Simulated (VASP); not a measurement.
# CdS (Fm-3m) in VASP: a series of runs, part 2 of 2

VASP 6.6.1. The steps go on from the part before.

## (3) Single point, LDA

This run uses another cell than the first one, of 19.03 Å³/atom, 0.912 times its volume.

Input file INCAR:

```
PREC     = Accurate       # precision mode
ENCUT    = 520            # plane-wave cutoff, eV
EDIFF    = 1E-6           # SCF threshold, eV
ISMEAR   = -1             # smearing method
SIGMA    = 0.05           # smearing width, eV
LREAL    = False          # projectors in reciprocal space
LASPH    = True           # aspherical terms in the spheres
NELM     = 80             # most SCF steps
ALGO     = Normal         # electronic algorithm
ISIF     = 2              # what is computed and relaxed
LWAVE    = False          # write WAVECAR
LCHARG   = False          # write CHGCAR
NBANDS   = 16             # bands
```

Input file KPOINTS:

```
regular mesh
0
Gamma
  8 8 8
```

Input file POSCAR:

```
CdS
1.0
    0.0000000000      2.6697628163      2.6697628163
    2.6697628163      0.0000000000      2.6697628163
    2.6697628163      2.6697628163      0.0000000000
Cd S
1 1
Direct
    0.0000000000      0.0000000000      0.0000000000
    0.5000000000      0.5000000000      0.5000000000
```

Potentials or basis: VASP PAW LDA potentials, release 64 (Cd, S).

Run with:

```
cat potpaw_LDA.64/Cd/POTCAR potpaw_LDA.64/S/POTCAR > POTCAR
mpirun -np 1 vasp_std > vasp.out
```

OUTCAR:

```text
PREC = Accurate
   ENCUT = 520
   EDIFF = 1E-6
   ISMEAR = -1
   LREAL = False
   LASPH = True
   NELM = 80
   ISIF = 2

 ion  position               nearest neighbor table
   1  0.000  0.000  0.000-   2 2.67   2 2.67   2 2.67   2 2.67   2 2.67   2 2.67
   2  0.500  0.500  0.500-   1 2.67   1 2.67   1 2.67   1 2.67   1 2.67   1 2.67

  LATTYP: Found a face centered cubic cell.
 ALAT       =     5.3395256326

  Lattice vectors:

 A1 = (   0.0000000000,   2.6697628163,   2.6697628163)
 A2 = (   2.6697628163,   0.0000000000,   2.6697628163)
 A3 = (   2.6697628163,   2.6697628163,   0.0000000000)

Analysis of symmetry for initial positions (statically):
=====================================================================
 Subroutine PRICEL returns:
 Original cell was already a primitive cell.

 Routine SETGRP: Setting up the symmetry group for a
 face centered cubic supercell.

 Subroutine GETGRP returns: Found 48 space group operations
[... 9 lines left out ...]

 Routine SETGRP: Setting up the symmetry group for a
 face centered cubic supercell.

 Subroutine GETGRP returns: Found 48 space group operations
[... 11 lines left out ...]
                                     Primitive cell

  volume of cell :      38.0582

  direct lattice vectors                    reciprocal lattice vectors
     0.000000000  2.669762816  2.669762816    -0.187282554  0.187282554  0.187282554
     2.669762816  0.000000000  2.669762816     0.187282554 -0.187282554  0.187282554
     2.669762816  2.669762816  0.000000000     0.187282554  0.187282554 -0.187282554

  length of vectors
     3.775614783  3.775614783  3.775614783     0.324382900  0.324382900  0.324382900

  position of ions in fractional coordinates (direct lattice)
     0.000000000  0.000000000  0.000000000
     0.500000000  0.500000000  0.500000000

  ion indices of the primitive-cell ions
   primitive index   ion index
                 1           1
                 2           2

[... 79 lines left out ...]
   POTIM  = 0.5000    time-step for ionic-motion
   TEBEG  =    0.0;   TEEND  =   0.0 temperature during run
   PSTRESS=    0.0 pullay stress
   NELECT =      18.0000    total number of electrons
   NUPDOWN=      -1.0000    fix difference up-down
   EMIN   =  10.00;   EMAX   =-10.00  energy-range for DOS
   EFERMI =   0.00;   METHOD = LEGACY
   ISMEAR =    -1;   SIGMA  =   0.05  broadening in eV -4-tet -1-fermi 0-gaus
   EFERMI_NEDOS =   21; number of points for ismear=-14 and -15
   IALGO  =     38    algorithm
   IMIX   =      4    mixing-type and parameters
     AMIX     =   0.40;   BMIX     =  1.00
     AMIX_MAG =   1.60;   BMIX_MAG =  1.00
  volume/ion in A,a.u.               =      19.03       128.41
  Fermi-wavevector in a.u.,A,eV,Ry     =   1.275507  2.410360 22.135579  1.626919
  Thomas-Fermi vector in A             =   2.408216
   LORBIT       =      0    0 simple, 1 ext, 2 COOP (PROOUT), +10 PAW based schemes
   GGA     = CA    functional components
   LHFCALC =     F    Hartree Fock is set to
   AEXX    =    0.0000 exact exchange contribution
   IVDW    =     0    specifies the selected vdW correction
   LEPSILON=     F    determine dielectric tensor
   LRPA    =     F    only Hartree local field effects (RPA)
 non-spin polarized calculation
  energy-cutoff  :      520.00
  volume of cell :       38.06
 maximum number of plane-waves:      1036
   NGX = 13   NGY = 13   NGZ = 13

 number of electron      18.0000005 magnetization

 Free energy of the ion-electron system (eV)
  ---------------------------------------------------
  ext. energy  EPLUGINS =         0.00000000
  ---------------------------------------------------
  free energy    TOTEN  =        -7.26625897 eV

  energy without entropy =       -7.26397131  energy(sigma->0) =       -7.26511514

 E-fermi :   3.6328     XC(G=0): -11.1101

 val. band max:        3.5277906311   @ k =   0.5000   0.0000   0.0000
 cond. band min:       4.3456044816   @ k =   0.3750   0.3750   0.0000
 fundamental gap:      0.8178138505
 Fermi energy:         3.6327645797

 k-point     1 :       0.0000    0.0000    0.0000
  band No.  band energies     occupation
      1      -9.8217      2.00000
      2      -4.3236      2.00000
      3      -4.3236      2.00000
      4      -4.3183      2.00000
      5      -4.3183      2.00000
      6      -4.3183      2.00000
[... 433 lines left out ...]
      3      -4.4821      2.00000
      4      -4.4042      2.00000
      5      -4.0435      2.00000
      6      -3.9302      2.00000
[... 8 lines left out ...]
     15      16.0916      0.00000
     16      18.2669      0.00000

 [... further k-points ...]
[... 5 lines left out ...]
  --------------------------------------------------------------------------------------
  -------------------------------------------------------------------------------------
  Total        0.1756326      0.1756326      0.1756326      0.0000000     -0.0000000      0.0000000
  in kB        7.3937990      7.3937990      7.3937990      0.0000000     -0.0000000      0.0000000
  external PRESSURE =       7.3937990 kB  Pullay stress =       0.0000000 kB

 VOLUME and BASIS-vectors are now :
 -----------------------------------------------------------------------------
  energy-cutoff  :      520.00
  volume of cell :       38.06
      direct lattice vectors                 reciprocal lattice vectors
     0.000000000  2.669762816  2.669762816    -0.187282554  0.187282554  0.187282554
     2.669762816  0.000000000  2.669762816     0.187282554 -0.187282554  0.187282554
     2.669762816  2.669762816  0.000000000     0.187282554  0.187282554 -0.187282554

 POSITION                                       TOTAL-FORCE (eV/Angst)
 -----------------------------------------------------------------------------------
      0.00000      0.00000      0.00000        -0.000000     -0.000000     -0.000000
      2.66976      2.66976      2.66976         0.000000      0.000000      0.000000
 -----------------------------------------------------------------------------------
    total drift:                                0.000000      0.000000      0.000000

  FREE ENERGIE OF THE ION-ELECTRON SYSTEM (eV)
  ---------------------------------------------------
  free  energy   TOTEN  =        -7.2662589723 eV

  energy  without entropy=       -7.2639713113  energy(sigma->0) =       -7.26511514
```

OSZICAR:

```text
N       E                     dE             d eps       ncg     rms          rms(c)
DAV:   1     0.109707317397E+03    0.10971E+03   -0.93133E+03   952   0.107E+03
DAV:   2    -0.401024946494E+01   -0.11372E+03   -0.10667E+03  1128   0.264E+02
DAV:   3    -0.778703017329E+01   -0.37768E+01   -0.37700E+01  1168   0.498E+01
DAV:   4    -0.780370200895E+01   -0.16672E-01   -0.16671E-01  1128   0.337E+00
DAV:   5    -0.780384615838E+01   -0.14415E-03   -0.14415E-03  1168   0.306E-01    0.884E+00
DAV:   6    -0.730076214376E+01    0.50308E+00   -0.77592E-01  1256   0.122E+01    0.718E+00
DAV:   7    -0.727142028574E+01    0.29342E-01   -0.14414E-01  1128   0.285E+00    0.343E+00
DAV:   8    -0.726668783683E+01    0.47324E-02   -0.18022E-02  1040   0.170E+00    0.300E-01
DAV:   9    -0.726628302296E+01    0.40481E-03   -0.19793E-03  1216   0.699E-01    0.396E-02
DAV:  10    -0.726625496329E+01    0.28060E-04   -0.18123E-04  1152   0.175E-01    0.387E-02
DAV:  11    -0.726625970796E+01   -0.47447E-05   -0.25582E-05  1112   0.471E-02    0.189E-02
DAV:  12    -0.726625897225E+01    0.73571E-06   -0.64834E-06  1160   0.261E-02
   1 F= -.72662590E+01 E0= -.72651151E+01  d E =-.228766E-02
```

stdout:

```text
POSCAR found type information on POSCAR CdS
 POSCAR found :  2 types and       2 ions
 scaLAPACK will be used
 LDA part: xc-table for (Slater(with rela. corr.)+CA(PZ))
 , standard interpolation
 POSCAR, INCAR and KPOINTS ok, starting setup
 FFT: planning ... GRIDC
 FFT: planning ... GRID_SOFT
 FFT: planning ... GRID
 WAVECAR not read
 entering main loop
```

It took 22 s on 1 thread of Intel Xeon Platinum 8375C at 2.90GHz (Ice Lake), shared host; peak memory 0.14 GiB.

What came out:

```
Free energy            : -7.2663 eV
Pressure               : 0.7 GPa
Band gap on the k mesh : zero (band 9 reaches 3.53 eV, above the bottom of band 10 at 3.52 eV)
```

## (4) Single point, PBEsol

This run uses another cell than the first one, of 19.66 Å³/atom, 0.942 times its volume.

Input file INCAR:

```
ALGO = Normal ; EDIFF = 1E-6
ENCUT = 520 ; GGA = PS
ISIF = 2 ; ISMEAR = -1
LASPH = T ; LCHARG = F
LREAL = F ; LWAVE = F
NBANDS = 16 ; NELM = 60
PREC = Accurate ; SIGMA = 0.05
```

Input file KPOINTS:

```
k-points
0
Gamma
  8 8 8
```

Input file POSCAR:

```
CdS
1.0
    0.0000000000      2.6987685558      2.6987685558
    2.6987685558      0.0000000000      2.6987685558
    2.6987685558      2.6987685558      0.0000000000
Cd S
1 1
Direct
    0.0000000000      0.0000000000      0.0000000000
    0.5000000000      0.5000000000      0.5000000000
```

Potentials or basis: VASP PAW PBE potentials, release 64 (Cd, S).

Run with:

```
cat potpaw_PBE.64/Cd/POTCAR potpaw_PBE.64/S/POTCAR > POTCAR
mpirun -np 1 vasp_std > vasp.out
```

Run time: 24 s. Hardware: 1 thread of Intel Xeon Platinum 8375C at 2.90GHz (Ice Lake), shared host; peak memory 0.16 GiB.

The run converged. Its results:

* Free energy: -6.6469 eV
* Pressure: 0.5 GPa

Levels at points of the mesh, in eV from the Fermi level:
```tsv
k point	band 6	band 7	band 8	band 9	band 10	band 11	band 12	band 13
(0.00, 0.00, 0.00)	-7.83	-0.98	-0.98	-0.98	0.83	9.02	9.02	9.02
(0.50, 0.00, 0.00)	-7.59	-5.24	-0.14	-0.14	3.18	5.63	5.63	6.96
(0.50, 0.50, 0.00)	-6.75	-4.74	-2.49	-2.49	-0.01	5.71	9.86	11.32
```

Caveat: the PAW data sets were made with another functional, which shifts forces and pressure a little.

## (5) Single point, PBE

Input file INCAR:

```
SYSTEM = CdS
PREC     = Accurate       ! precision mode
ENCUT    = 520            ! plane-wave cutoff, eV
EDIFF    = 1E-6           ! SCF threshold, eV
ISMEAR   = 0              ! smearing method
SIGMA    = 0.011          ! smearing width, eV
LREAL    = .FALSE.        ! projectors in reciprocal space
LASPH    = .TRUE.         ! aspherical terms in the spheres
NELM     = 80             ! most SCF steps
ALGO     = Normal         ! electronic algorithm
ISIF     = 2              ! what is computed and relaxed
LWAVE    = .FALSE.        ! write WAVECAR
LCHARG   = .TRUE.         ! write CHGCAR
GGA      = PE             ! functional
LELF     = .TRUE.         ! ELF
LVHAR    = .TRUE.       
NBANDS   = 16             ! bands
```

Input file KPOINTS:

```
Automatic mesh
0
G
  8 8 8
  0 0 0
```

Input file POSCAR:

```
CdS
1.0
    0.0000000000      2.7532440000      2.7532440000
    2.7532440000      0.0000000000      2.7532440000
    2.7532440000      2.7532440000      0.0000000000
Cd S
1 1
Direct
    0.0000000000      0.0000000000      0.0000000000
    0.5000000000      0.5000000000      0.5000000000
```

Run with:

```
cat potpaw_PBE.64/Cd/POTCAR potpaw_PBE.64/S/POTCAR > POTCAR
mpirun -np 1 vasp_std > vasp.out
```

Run time: 34 s. Hardware: 1 thread of Intel Xeon Platinum 8375C at 2.90GHz (Ice Lake), shared host; peak memory 0.17 GiB.

It converged, with:

| Item | Value |
| --- | --- |
| Free energy | -5.8766 eV |
| Pressure | -0.1 GPa |
| Band gap on the k mesh | 0.25 eV, indirect (least direct gap 1.53 eV) |

Levels at points of the mesh, in eV from the valence-band top:
```tsv
k point	band 5	band 6	band 7	band 8	band 9	band 10	band 11	band 12	band 13	band 14
(0.00, 0.00, 0.00)	-7.57	-7.57	-0.70	-0.70	-0.70	0.83	9.23	9.23	9.23	11.32
(0.50, 0.00, 0.00)	-7.38	-7.38	-4.75	0.00	0.00	3.54	5.93	5.93	6.66	12.21
(0.50, 0.50, 0.00)	-7.32	-6.67	-4.10	-2.05	-2.05	0.25	6.07	9.74	11.13	11.13
```

## (6) Single point, PBE

Input file INCAR:

```
  PREC = Accurate
  ENCUT = 520
  EDIFF = 1E-7
  ISMEAR = -1
  SIGMA = 0.05
  LREAL = F
  LASPH = T
  NELM = 100
  ALGO = Normal
  ISIF = 2
  LWAVE = F
  LCHARG = F
  GGA = PE
  NBANDS = 16
```

Input file KPOINTS:

```
regular mesh
0
Gamma
  8 8 8
```

POSCAR is that of step 5.

Potentials or basis: VASP PAW PBE potentials, release 64 (Cd, S).

Run with:

```
cat potpaw_PBE.64/Cd/POTCAR potpaw_PBE.64/S/POTCAR > POTCAR
mpirun -np 1 vasp_std > vasp.out
```

Run time: 30 s. Hardware: 1 thread of Intel Xeon Platinum 8375C at 2.90GHz (Ice Lake), shared host; peak memory 0.17 GiB.

It converged, with:

* Free energy: -5.8769 eV
* Pressure: -0.1 GPa
* Band gap on the k mesh: 0.26 eV, indirect (least direct gap 1.53 eV)

Levels at points of the mesh, in eV from the valence-band top:
| k point | band 6 | band 7 | band 8 | band 9 | band 10 | band 11 | band 12 | band 13 |
| --- | --- | --- | --- | --- | --- | --- | --- | --- |
| (0.00, 0.00, 0.00) | -7.57 | -0.70 | -0.70 | -0.70 | 0.83 | 9.23 | 9.23 | 9.23 |
| (0.50, 0.00, 0.00) | -7.37 | -4.75 | 0.00 | 0.00 | 3.54 | 5.93 | 5.93 | 6.66 |
| (0.50, 0.50, 0.00) | -6.67 | -4.10 | -2.05 | -2.05 | 0.26 | 6.08 | 9.74 | 11.13 |

A k mesh can miss the band edges.

## (7) Summary

```csv
task,level,potentials or basis,cell,cutoff (eV),smearing,gap on the mesh (eV),pressure (GPa)
relaxation of cell and atoms,revPBE+D4,"VASP PAW PBE potentials, release 64 (Cd, S)","relaxed from a = 3.894 Å, angles 60.0°, 2 atoms",600,fermi-dirac 0.05 eV,0.34,0.0
single point,LDA,"VASP PAW LDA potentials, release 64 (Cd, S)","a = 3.776 Å, angles 60.0°, 2 atoms",520,fermi-dirac 0.05 eV,none,0.7
single point,PBEsol,"VASP PAW PBE potentials, release 64 (Cd, S)","a = 3.817 Å, angles 60.0°, 2 atoms",520,fermi-dirac 0.05 eV,-,0.5
single point,PBE,"VASP PAW PBE potentials, release 64 (Cd, S)","a = 3.894 Å, angles 60.0°, 2 atoms",520,gaussian 0.011 eV,0.25,-0.1
single point,PBE,"VASP PAW PBE potentials, release 64 (Cd, S)","a = 3.894 Å, angles 60.0°, 2 atoms",520,fermi-dirac 0.05 eV,0.26,-0.1
```

Alike in all rows: no spin polarisation; k mesh 8 × 8 × 8.

Caveats: the PAW data sets were made with another functional, which shifts forces and pressure a little (some runs).

Absolute energies hang on the potentials; compare differences alone.
